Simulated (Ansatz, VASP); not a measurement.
Ga3Sb in VASP and in Ansatz

Contents of INCAR:

```
SYSTEM = Ga3Sb
PREC = Accurate ; ENCUT = 520
EDIFF = 1E-6 ; ISMEAR = -1
SIGMA = 0.05 ; LREAL = .FALSE.
LASPH = .TRUE. ; NELM = 100
ALGO = Fast ; ISIF = 2
LWAVE = .FALSE. ; LCHARG = .FALSE.
GGA = PS ; NBANDS = 30
```

The input KPOINTS:

```
Automatic mesh
0
G
  9 9 9
  0 0 0
```

File POSCAR:

```
Ga3Sb
1.0
   -2.1587990000      2.1587990000      4.7604840000
    2.1587990000     -2.1587990000      4.7604840000
    2.1587990000      2.1587990000     -4.7604840000
Sb Ga
1 3
Direct
    0.0000000000      0.0000000000      0.0000000000
    0.5000000000      0.5000000000      0.0000000000
    0.2500000000      0.7500000000      0.5000000000
    0.7500000000      0.2500000000      0.5000000000
```

The input input.yaml:

```yaml
crystal:
  lattice:
    - [-2.158799, 2.158799, 4.760484]
    - [2.158799, -2.158799, 4.760484]
    - [2.158799, 2.158799, -4.760484]
  atoms:
    - { symbol: Sb, position: [0.0, 0.0, 0.0] }
    - { symbol: Ga, position: [0.5, 0.5, 0.0] }
    - { symbol: Ga, position: [0.25, 0.75, 0.5] }
    - { symbol: Ga, position: [0.75, 0.25, 0.5] }
kpoints:
  mp_grid: { grid: [9, 9, 9] }
scf:
  occupations: { method: fermi_dirac, width: 0.05 }
hamiltonian:
  xc: pbesol
  pseudopotentials: { kind: all_electron, lapw: { basis_error: 0.001 } }
output:
  forces: true
  stress: true
  eigenvalues: true
  populations: true
```

Alike in both runs: task single point; functional PBEsol; k mesh 9 × 9 × 9; occupations fermi-dirac, width 0.05 eV; no spin polarisation.

|  | VASP | Ansatz |
| --- | --- | --- |
| version | VASP 6.6.1 | Ansatz 0.2.0 |
| potentials or method | VASP PAW PBE potentials, release 64 (Sb, Ga_d), cutoff 520 eV | all-electron LAPW, scalar-relativistic |

Ansatz gave:

| Item | Value |
| --- | --- |
| gap on the k mesh at the Fermi level (eV) | none |
| pressure (GPa) | -3.5 |
| traceless stress, the component that is largest in VASP (GPa) | 0.57 |

Problem. Estimate VASP's values.

Solution. gap on the k mesh at the Fermi level (eV): none; pressure (GPa): -3.6; traceless stress, the component that is largest in VASP (GPa): 0.57.

VASP's potentials were made for PBE, not for PBEsol. A gap of «none» marks a metal or a gap that the smearing closes. Ansatz ran all-electron here, and VASP with PAW potentials.

Neither program's run includes spin-orbit coupling.
